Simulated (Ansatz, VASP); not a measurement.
# NaF: VASP beside Ansatz

INCAR

```
PREC     = Accurate       # precision mode
ENCUT    = 520            # plane-wave cutoff, eV
EDIFF    = 1E-8           # SCF threshold, eV
ISMEAR   = -1             # smearing method
SIGMA    = 0.02           # smearing width, eV
LREAL    = F              # projectors in reciprocal space
LASPH    = T              # aspherical terms in the spheres
NELM     = 100            # most SCF steps
ALGO     = Normal         # electronic algorithm
ISIF     = 2              # what is computed and relaxed
LWAVE    = F              # write WAVECAR
LCHARG   = F              # write CHGCAR
GGA      = CA             # functional
LEFG     = T            
NBANDS   = 14             # bands
```

Contents of KPOINTS:

```
Automatic mesh
0
Gamma
  10 10 10
```

POSCAR

```
NaF
1.0
    0.0000000000      2.3233000000      2.2768340000
    2.3233000000      0.0000000000      2.2768340000
    2.3233000000      2.3233000000      0.0000000000
Na F
1 1
Direct
    0.0000000000      0.0000000000      0.0000000000
    0.5000000000      0.5000000000      0.5000000000
```

Input for Ansatz:

```yaml
crystal:
  lattice:
    - [0.0, 2.3233, 2.276834]
    - [2.3233, 0.0, 2.276834]
    - [2.3233, 2.3233, 0.0]
  atoms:
    - { symbol: Na, position: [0.0, 0.0, 0.0] }
    - { symbol: F, position: [0.5, 0.5, 0.5] }
kpoints:
  mp_grid: { grid: [10, 10, 10] }
scf:
  occupations: { method: fermi_dirac, width: 0.02 }
hamiltonian:
  xc: lda
  pseudopotentials: { kind: all_electron, datasets: crystal }
output:
  forces: true
  stress: true
  eigenvalues: true
  efg: { contact_densities: true }
```

Change from the starting cell: zz strain of -2 %, crystal datasets.

Alike in both runs: task electric field gradients; functional LDA; k mesh 10 × 10 × 10; occupations fermi-dirac, width 0.02 eV; no spin polarisation.

|  | VASP | Ansatz |
| --- | --- | --- |
| version | VASP 6.6.1 | Ansatz 0.2.0 |
| potentials or method | VASP PAW LDA potentials, release 64 (Na_pv, F), cutoff 520 eV | all-electron PAW with datasets made for the crystal, scalar-relativistic |

```csv
,VASP,Ansatz,Ansatz less VASP
gap on the k mesh at the Fermi level (eV),6.02,6.03,+0.010
pressure (GPa),-3.8,-3.7,+0.11
"traceless stress, the component that is largest in VASP (GPa)",1.03,1.00,-0.029
size of Vzz on the site where it differs most (V/Å²),3.1,2.8,-0.26
```

LDA's correlation is that of Perdew and Zunger in VASP and of Perdew and Wang (1992) in Ansatz. Ansatz ran all-electron here, and VASP with PAW potentials.
